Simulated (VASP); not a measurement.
# TiSi: single point with PBEsol

The system is TiSi.

```
Ti Si
1.0
     4.00432    0.00000    0.00000
     0.00000    1.90320    1.85385
     0.00000   -1.90320    1.85385
Ti Si
1 1
Direct
  0.00000 0.05073 0.05073
  0.50000 0.55077 0.55077
```

This cell differs from its parent crystal: ratio of the length along z to the lengths across it x 0.85, volume and fractional coordinates fixed.

- Program: VASP 6.6.1
- Task: single point
- Functional: PBEsol
- Potentials or basis: VASP PAW PBE potentials, release 64 (Ti_sv, Si)
- Cutoff: 520 eV
- k mesh: 18 × 24 × 24
- Occupations: gaussian, width 0.15 eV
- Spin: no spin polarisation
- Dipole correction: no
- Further INCAR settings: ALGO = Normal; EDIFF = 1e-07; NBANDS = 15

| Quantity | Value |
| --- | --- |
| Pressure | -1.6 GPa |
| Band gap on the k mesh | zero (bands 8 and 9 overlap by 1.93 eV) |

Stress tensor (GPa, compression positive):
```
-8.65  0.00  0.00
 0.00  2.60  0.00
 0.00  0.00  1.38
```

Levels at points of the mesh, in eV from the Fermi level:
| k point | band 4 | band 5 | band 6 | band 7 | band 8 | band 9 | band 10 | band 11 | band 12 | band 13 |
| --- | --- | --- | --- | --- | --- | --- | --- | --- | --- | --- |
| (0.00, 0.00, 0.00) | -32.39 | -12.33 | -2.91 | -2.82 | -1.51 | 2.13 | 2.25 | 3.61 | 5.39 | 6.32 |
| (0.50, 0.00, 0.00) | -32.39 | -11.23 | -6.89 | -1.32 | -0.26 | 1.48 | 1.64 | 3.63 | 6.86 | 7.99 |
| (0.00, 0.50, 0.00) | -32.33 | -7.76 | -6.76 | -3.51 | -0.80 | 1.57 | 2.69 | 4.19 | 4.20 | 4.43 |
| (0.50, 0.50, 0.00) | -32.33 | -8.23 | -5.51 | -2.62 | -1.78 | 0.85 | 1.68 | 2.43 | 2.57 | 6.34 |
| (0.00, 0.50, 0.50) | -32.81 | -5.36 | -3.03 | -2.61 | -1.15 | -1.04 | -0.90 | 2.08 | 3.07 | 4.83 |
| (0.50, 0.50, 0.50) | -32.83 | -4.43 | -4.11 | -4.00 | -2.31 | 1.79 | 2.04 | 3.67 | 3.85 | 3.87 |

Wall time 5 min on 1 thread of Intel(R) Xeon(R) Platinum 8488C (Sapphire Rapids), with other jobs on the host, peak memory 0.71 GiB.

Caveat: the stress differs along the axes, from -9 to 3 GPa; the PAW data sets were made with another functional, which shifts forces and pressure a little.
